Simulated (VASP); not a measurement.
# SnO2 (Imma) in VASP: notebook, part 2 of 2

VASP 6.6.1. Earlier steps stand in the parts before.

## Step 3: Electric field gradients, r2SCAN

POSCAR

```
SnO2
1.0
   -3.2488970000      3.4144700000      3.4140210000
    3.2488970000     -3.4144700000      3.4140210000
    3.2488970000      3.4144700000     -3.4140210000
Sn O
4 8
Direct
    0.9964010000      0.2464010000      0.7500000000
    0.0035990000      0.7535990000      0.2500000000
    0.5000000000      0.5000000000      0.5000000000
    0.5000000000      0.0000000000      0.0000000000
    0.1935040000      0.1962260000      0.5027220000
    0.6975650000      0.7540600000      0.9435050000
    0.1935040000      0.6907820000      0.9972780000
    0.3105550000      0.7540600000      0.5564950000
    0.6894450000      0.2459400000      0.4435050000
    0.3024350000      0.2459400000      0.0564950000
    0.8064960000      0.3092180000      0.0027220000
    0.8064960000      0.8037740000      0.4972780000
```

INCAR.step1

```
PREC = Accurate
ENCUT = 520
ISMEAR = -1
SIGMA = 0.02
LREAL = False
LASPH = True
NELM = 100
NBANDS = 64
GGA = PE
ALGO = Normal
EDIFF = 1E-4
LWAVE = True
LCHARG = False
```

INCAR.step2

```
PREC = Accurate
ENCUT = 520
EDIFF = 1E-8
ISMEAR = -1
SIGMA = 0.02
LREAL = False
LASPH = True
NELM = 100
ALGO = Normal
ISIF = 2
LWAVE = False
LCHARG = False
METAGGA = R2SCAN
LMIXTAU = True
LEFG = True
NBANDS = 64
ISTART = 1
```

KPOINTS

```
Automatic mesh
0
Gamma
  5 5 5
```

Potentials or basis: VASP PAW PBE potentials, release 64 (Sn_d, O).

On the command line:

```
cat potpaw_PBE.64/Sn_d/POTCAR potpaw_PBE.64/O/POTCAR > POTCAR
cp INCAR.step1 INCAR
mpirun -np 1 vasp_std > vasp.out
cp INCAR.step2 INCAR
mpirun -np 1 vasp_std > vasp.out
```

OUTCAR:

```text
PREC = Accurate
   ENCUT = 520
   EDIFF = 1E-8
   ISMEAR = -1
   LREAL = False
   LASPH = True
   NELM = 100
   ISIF = 2
   METAGGA = R2SCAN
   ISTART = 1

 ion  position               nearest neighbor table
   1  0.996  0.246  0.750-  11 2.09  12 2.09   9 2.09  10 2.09   5 2.10   7 2.10   2 3.25   2 3.25

   2  0.004  0.754  0.250-   7 2.09   5 2.09   8 2.09   6 2.09  12 2.10  11 2.10   1 3.25   1 3.25

   3  0.500  0.500  0.500-   5 2.09  12 2.09   9 2.09   8 2.09  10 2.09   6 2.09   4 3.25   4 3.25

   4  0.500  0.000  0.000-   7 2.09  11 2.09  10 2.09   6 2.09   8 2.09   9 2.09   3 3.25   3 3.25

   5  0.194  0.196  0.503-   2 2.09   3 2.09   1 2.10
   6  0.698  0.754  0.944-   2 2.09   4 2.09   3 2.09
   7  0.194  0.691  0.997-   2 2.09   4 2.09   1 2.10
   8  0.311  0.754  0.556-   2 2.09   3 2.09   4 2.09
   9  0.689  0.246  0.444-   1 2.09   3 2.09   4 2.09
  10  0.302  0.246  0.056-   1 2.09   4 2.09   3 2.09
  11  0.806  0.309  0.003-   1 2.09   4 2.09   2 2.10
  12  0.806  0.804  0.497-   1 2.09   3 2.09   2 2.10

[... 1889 lines left out ...]
   1      47.766     3.684   -51.450       0.857
   2      47.766     3.684   -51.450       0.857
   3      47.685     3.533   -51.218       0.862
   4      47.685     3.533   -51.218       0.862
   5      61.154    49.543  -110.696       0.105
   6      61.144    49.504  -110.648       0.105
   7      61.153    49.543  -110.696       0.105
   8      61.144    49.503  -110.647       0.105
   9      61.144    49.503  -110.647       0.105
  10      61.144    49.504  -110.648       0.105
  11      61.153    49.543  -110.696       0.105
  12      61.154    49.543  -110.696       0.105
----------------------------------------------------------------------

           NMR quadrupolar parameters

 Cq : quadrupolar parameter    Cq=e*Q*V_zz/h
 eta: asymmetry parameters     (V_yy - V_xx)/ V_zz
 Q  : nuclear electric quadrupole moment in mb (millibarn)
----------------------------------------------------------------------
 ion       Cq(MHz)       eta       Q (mb)
----------------------------------------------------------------------
   1      -0.124       0.857       1.000
   2      -0.124       0.857       1.000
   3      -0.124       0.862       1.000
   4      -0.124       0.862       1.000
   5      -0.268       0.105       1.000
   6      -0.268       0.105       1.000
   7      -0.268       0.105       1.000
   8      -0.268       0.105       1.000
   9      -0.268       0.105       1.000
  10      -0.268       0.105       1.000
  11      -0.268       0.105       1.000
  12      -0.268       0.105       1.000
----------------------------------------------------------------------
```

OSZICAR.step1:

```text
N       E                     dE             d eps       ncg     rms          rms(c)
DAV:   1     0.160106999905E+04    0.16011E+04   -0.48556E+04  4040   0.255E+03
DAV:   2     0.261544417277E+03   -0.13395E+04   -0.12683E+04  3616   0.799E+02
DAV:   3    -0.585597236540E+02   -0.32010E+03   -0.31209E+03  3768   0.279E+02
DAV:   4    -0.860584304726E+02   -0.27499E+02   -0.27210E+02  4304   0.904E+01
DAV:   5    -0.868514846362E+02   -0.79305E+00   -0.79048E+00  4056   0.162E+01    0.219E+01
DAV:   6    -0.743884190383E+02    0.12463E+02   -0.43477E+01  5480   0.698E+01    0.793E+00
DAV:   7    -0.746813477229E+02   -0.29293E+00   -0.48237E+00  3896   0.899E+00    0.461E+00
DAV:   8    -0.746547838643E+02    0.26564E-01   -0.68196E-01  4832   0.545E+00    0.122E+00
DAV:   9    -0.746171890978E+02    0.37595E-01   -0.19361E-01  5208   0.420E+00    0.211E-01
DAV:  10    -0.746188703654E+02   -0.16813E-02   -0.14472E-02  4744   0.855E-01    0.826E-02
DAV:  11    -0.746191095187E+02   -0.23915E-03   -0.10109E-03  4400   0.235E-01    0.292E-02
DAV:  12    -0.746191201452E+02   -0.10627E-04   -0.61331E-05  2344   0.525E-02
   1 F= -.74619120E+02 E0= -.74619120E+02  d E =-.229867E-08
```

Wall time 20 min (1 thread of Intel Xeon Platinum 8488C (Sapphire Rapids), shared host); peak memory 0.47 GiB.

Results:

| Item | Value |
| --- | --- |
| Free energy | -169.1295 eV |
| Pressure | -7.5 GPa |
| Largest force | 0.076 eV/Å |
| Band gap on the k mesh | 1.29 eV |

Forces in eV/Å, atoms in the order of the input:
```
Sn   0.000  0.000  0.076
Sn   0.000  0.000 -0.076
Sn   0.000  0.000  0.000
Sn   0.000  0.000  0.000
O   -0.041  0.000 -0.042
O    0.000 -0.042 -0.041
O    0.041  0.000 -0.042
O    0.000  0.042 -0.041
O    0.000 -0.042  0.041
O    0.000  0.042  0.041
O   -0.041  0.000  0.042
O    0.041  0.000  0.042
```

Stress tensor (GPa, compression positive):
```
-8.83  0.00  0.00
 0.00 -6.88  0.00
 0.00  0.00 -6.85
```

Electric field gradients, principal values (V/Å²):
| atom | least | middle | greatest (by size) |
| --- | --- | --- | --- |
| 1 Sn | 3.684 | 47.766 | -51.450 |
| 2 Sn | 3.684 | 47.766 | -51.450 |
| 3 Sn | 3.533 | 47.685 | -51.218 |
| 4 Sn | 3.533 | 47.685 | -51.218 |
| 5 O | 49.543 | 61.154 | -110.696 |
| 6 O | 49.504 | 61.144 | -110.648 |
| 7 O | 49.543 | 61.153 | -110.696 |
| 8 O | 49.503 | 61.144 | -110.647 |
| 9 O | 49.503 | 61.144 | -110.647 |
| 10 O | 49.504 | 61.144 | -110.648 |
| 11 O | 49.543 | 61.153 | -110.696 |
| 12 O | 49.543 | 61.154 | -110.696 |

Caveat: without QUAD_EFG the Cq values of the log hold for a quadrupole moment of 1 mb, not for the nuclei; the PAW data sets were made with another functional, which shifts forces and pressure a little; spin-orbit coupling is left out, which moves the levels of the heavy elements. r2SCAN opens gaps a little over a GGA but as a rule still falls short of measured ones.

## Step 4: Electric field gradients, PBE

INCAR

```
PREC     = Accurate       # precision mode
ENCUT    = 520            # plane-wave cutoff, eV
EDIFF    = 1E-8           # SCF threshold, eV
ISMEAR   = -1             # smearing method
SIGMA    = 0.02           # smearing width, eV
LREAL    = F              # projectors in reciprocal space
LASPH    = T              # aspherical terms in the spheres
NELM     = 100            # most SCF steps
ALGO     = Normal         # electronic algorithm
ISIF     = 2              # what is computed and relaxed
LWAVE    = F              # write WAVECAR
LCHARG   = F              # write CHGCAR
GGA      = PE             # functional
LEFG     = T            
NBANDS   = 64             # bands
```

KPOINTS is that of step 3.

POSCAR is that of step 3.

Potentials or basis: VASP PAW PBE potentials, release 64 (Sn_d, O).

On the command line:

```
cat potpaw_PBE.64/Sn_d/POTCAR potpaw_PBE.64/O/POTCAR > POTCAR
mpirun -np 1 vasp_std > vasp.out
```

OUTCAR:

```text
PREC = Accurate
   ENCUT = 520
   EDIFF = 1E-8
   ISMEAR = -1
   LREAL = F
   LASPH = T
   NELM = 100
   ISIF = 2
   GGA = PE

 ion  position               nearest neighbor table
   1  0.996  0.246  0.750-  11 2.09  12 2.09   9 2.09  10 2.09   5 2.10   7 2.10   2 3.25   2 3.25

   2  0.004  0.754  0.250-   7 2.09   5 2.09   8 2.09   6 2.09  12 2.10  11 2.10   1 3.25   1 3.25

   3  0.500  0.500  0.500-   5 2.09  12 2.09   9 2.09   8 2.09  10 2.09   6 2.09   4 3.25   4 3.25

   4  0.500  0.000  0.000-   7 2.09  11 2.09  10 2.09   6 2.09   8 2.09   9 2.09   3 3.25   3 3.25

   5  0.194  0.196  0.503-   2 2.09   3 2.09   1 2.10
   6  0.698  0.754  0.944-   2 2.09   4 2.09   3 2.09
   7  0.194  0.691  0.997-   2 2.09   4 2.09   1 2.10
   8  0.311  0.754  0.556-   2 2.09   3 2.09   4 2.09
   9  0.689  0.246  0.444-   1 2.09   3 2.09   4 2.09
  10  0.302  0.246  0.056-   1 2.09   4 2.09   3 2.09
  11  0.806  0.309  0.003-   1 2.09   4 2.09   2 2.10
  12  0.806  0.804  0.497-   1 2.09   3 2.09   2 2.10

  LATTYP: Found a body centered orthorhombic cell.
[... 1888 lines left out ...]
   1      48.301     3.332   -51.633       0.871
   2      48.301     3.332   -51.633       0.871
   3      48.222     3.192   -51.414       0.876
   4      48.222     3.192   -51.414       0.876
   5      63.949    49.679  -113.628       0.126
   6      63.939    49.628  -113.567       0.126
   7      63.949    49.679  -113.628       0.126
   8      63.940    49.628  -113.567       0.126
   9      63.940    49.628  -113.567       0.126
  10      63.939    49.628  -113.567       0.126
  11      63.949    49.679  -113.628       0.126
  12      63.949    49.679  -113.628       0.126
----------------------------------------------------------------------

           NMR quadrupolar parameters

 Cq : quadrupolar parameter    Cq=e*Q*V_zz/h
 eta: asymmetry parameters     (V_yy - V_xx)/ V_zz
 Q  : nuclear electric quadrupole moment in mb (millibarn)
----------------------------------------------------------------------
 ion       Cq(MHz)       eta       Q (mb)
----------------------------------------------------------------------
   1      -0.125       0.871       1.000
   2      -0.125       0.871       1.000
   3      -0.124       0.876       1.000
   4      -0.124       0.876       1.000
   5      -0.275       0.126       1.000
   6      -0.275       0.126       1.000
   7      -0.275       0.126       1.000
   8      -0.275       0.126       1.000
   9      -0.275       0.126       1.000
  10      -0.275       0.126       1.000
  11      -0.275       0.126       1.000
  12      -0.275       0.126       1.000
----------------------------------------------------------------------
```

OSZICAR:

```text
N       E                     dE             d eps       ncg     rms          rms(c)
DAV:   1     0.160106999905E+04    0.16011E+04   -0.48556E+04  4040   0.255E+03
DAV:   2     0.261544417277E+03   -0.13395E+04   -0.12683E+04  3616   0.799E+02
DAV:   3    -0.585597236540E+02   -0.32010E+03   -0.31209E+03  3768   0.279E+02
[... 11 lines left out ...]
DAV:  15    -0.746191142401E+02   -0.42286E-06   -0.25652E-07  5072   0.387E-03    0.248E-03
DAV:  16    -0.746191144324E+02   -0.19231E-06   -0.10827E-07  4696   0.199E-03    0.663E-04
DAV:  17    -0.746191145484E+02   -0.11599E-06   -0.16761E-08  2464   0.730E-04    0.134E-04
DAV:  18    -0.746191145329E+02    0.15472E-07   -0.48432E-09  2336   0.438E-04    0.768E-05
DAV:  19    -0.746191145256E+02    0.73487E-08   -0.15105E-09  2328   0.315E-04
   1 F= -.74619115E+02 E0= -.74619115E+02  d E =-.220346E-08
```

It took 8.1 min on 1 thread of Intel Xeon Platinum 8488C (Sapphire Rapids), shared host; peak memory 0.41 GiB.

Results:

```yaml
Free_energy: -74.6191 eV
Pressure: -0.2 GPa
Largest_force: 0.058 eV/Å
Band_gap_on_the_k_mesh: 0.62 eV
```

Forces in eV/Å, atoms in the order of the input:
```
Sn   0.000  0.000  0.058
Sn   0.000  0.000 -0.058
Sn   0.000  0.000  0.000
Sn   0.000  0.000  0.000
O   -0.032  0.000 -0.016
O    0.000 -0.017 -0.032
O    0.032  0.000 -0.016
O    0.000  0.017 -0.032
O    0.000 -0.017  0.032
O    0.000  0.017  0.032
O   -0.032  0.000  0.016
O    0.032  0.000  0.016
```

Electric field gradients, principal values (V/Å²):
| atom | least | middle | greatest (by size) |
| --- | --- | --- | --- |
| 1 Sn | 3.332 | 48.301 | -51.633 |
| 2 Sn | 3.332 | 48.301 | -51.633 |
| 3 Sn | 3.192 | 48.222 | -51.414 |
| 4 Sn | 3.192 | 48.222 | -51.414 |
| 5 O | 49.679 | 63.949 | -113.628 |
| 6 O | 49.628 | 63.939 | -113.567 |
| 7 O | 49.679 | 63.949 | -113.628 |
| 8 O | 49.628 | 63.940 | -113.567 |
| 9 O | 49.628 | 63.940 | -113.567 |
| 10 O | 49.628 | 63.939 | -113.567 |
| 11 O | 49.679 | 63.949 | -113.628 |
| 12 O | 49.679 | 63.949 | -113.628 |

Caveat: without QUAD_EFG the Cq values of the log hold for a quadrupole moment of 1 mb, not for the nuclei; spin-orbit coupling is left out, which moves the levels of the heavy elements. As with any semilocal functional, this PBE gap is likely too small.
